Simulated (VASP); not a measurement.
Ca: single point with PBE

The system is Ca.

```
Ca
1.0
     3.66160    0.00000    0.00000
    -1.83080    3.17104    0.00000
     0.00000    0.00000    6.52000
Ca
2
Direct
  0.33333 0.66667 0.25000
  0.66667 0.33333 0.75000
```

This cell differs from its parent crystal: strain -0.080 along x and y, +0.000 along z.

| Quantity | Value |
| --- | --- |
| Program | VASP 6.6.1 |
| Task | single point |
| Functional | PBE |
| Potentials or basis | VASP PAW PBE potentials, release 64 (Ca_sv) |
| Cutoff | 520 eV |
| k mesh | 15 × 15 × 8 |
| Occupations | gaussian, width 0.15 eV |
| Spin | no spin polarisation |
| Dipole correction | no |
| Further INCAR settings | ALGO = Fast; EDIFF = 1e-06; NBANDS = 17 |

The pressure is 2.4 GPa and the band gap on the k mesh is zero (bands 10 and 11 overlap by 0.77 eV).

Stress tensor (GPa, compression positive):
```
3.49 0.00 0.00
0.00 3.49 0.00
0.00 0.00 0.09
```

Levels at points of the mesh, in eV from the Fermi level:
```tsv
k point	band 7	band 8	band 9	band 10	band 11	band 12	band 13	band 14
(0.00, 0.00, 0.00)	-22.70	-22.70	-4.25	-1.36	-0.46	2.02	2.49	2.49
(0.00, 0.00, 0.50)	-22.71	-22.71	-3.27	-3.27	1.14	1.14	2.52	2.52
```

Run time: 73 s on 1 thread of Intel(R) Xeon(R) 6975P-C (Granite Rapids), with other jobs on the host, peak memory 0.28 GiB.

Caveat: the cell differs from its parent crystal (strain -0.080 along x and y, +0.000 along z).
